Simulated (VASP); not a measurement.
A run of VASP 6.6.1 is set up as follows.

The input INCAR:

```
PREC = Accurate ; ENCUT = 500
EDIFF = 1E-6 ; ISMEAR = 1
SIGMA = 0.01 ; LREAL = False
LASPH = True ; NELM = 120
ALGO = Normal ; ISIF = 2
LWAVE = False ; LCHARG = False
GGA = LIBXC ; LIBXC1 = GGA_X_B88
LIBXC2 = GGA_C_PBE ; NBANDS = 13
GGA_COMPAT = False
```

KPOINTS

```
Automatic mesh
0
Gamma
  12 12 12
```

The input POSCAR:

```
W
1.0
   -1.6031677168      1.6031677168      1.6031677168
    1.6031677168     -1.6031677168      1.6031677168
    1.6031677168      1.6031677168     -1.6031677168
W
1
Direct
    0.0000000000      0.0000000000      0.0000000000
```

Potentials or basis: VASP PAW PBE potentials, release 64 (W_sv).

The run is started by

```bash
$ cat potpaw_PBE.64/W_sv/POTCAR > POTCAR
$ mpirun -np 1 vasp_std > vasp.out
```

Problem. What does it give for the band gap on the k mesh?

Solution. Zero (bands 7 and 8 overlap by 6.05 eV).

Problem. Predict the pressure.

Solution. -5.6 GPa.

Caveat: the cell stands under tension; the PAW data sets were made with another functional, which shifts forces and pressure a little; spin-orbit coupling is left out, which moves the levels of the heavy elements.
